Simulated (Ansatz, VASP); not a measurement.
**TePb: VASP beside Ansatz**

```
CELL_PARAMETERS angstrom
4.64367 0.00000 0.00000
0.00000 4.64367 0.00000
0.00000 0.00000 19.28360
ATOMIC_POSITIONS crystal
Pb 0.00000 0.00000 0.41486
Pb 0.50000 0.50000 0.58514
Te 0.50000 0.50000 0.41486
Te 0.00000 0.00000 0.58514
```

Alike in both runs: task single point; functional PBE; k mesh 6 × 6 × 1; occupations fermi-dirac, width 0.02 eV; no spin polarisation.

|  | VASP | Ansatz |
| --- | --- | --- |
| version | VASP 6.6.1 | Ansatz 0.2.0 |
| potentials or method | VASP PAW PBE potentials, release 64 (Pb_d, Te), cutoff 520 eV | all-electron LAPW, scalar-relativistic |

|  | VASP | Ansatz | Ansatz less VASP |
| --- | --- | --- | --- |
| gap on the k mesh at the Fermi level (eV) | 1.44 | 1.44 | 0.000 |
| rms of the force components (eV/Å) | 0.327 | 0.328 | +0.0006 |

Ansatz ran all-electron here, and VASP with PAW potentials.

Spin-orbit coupling is off throughout.
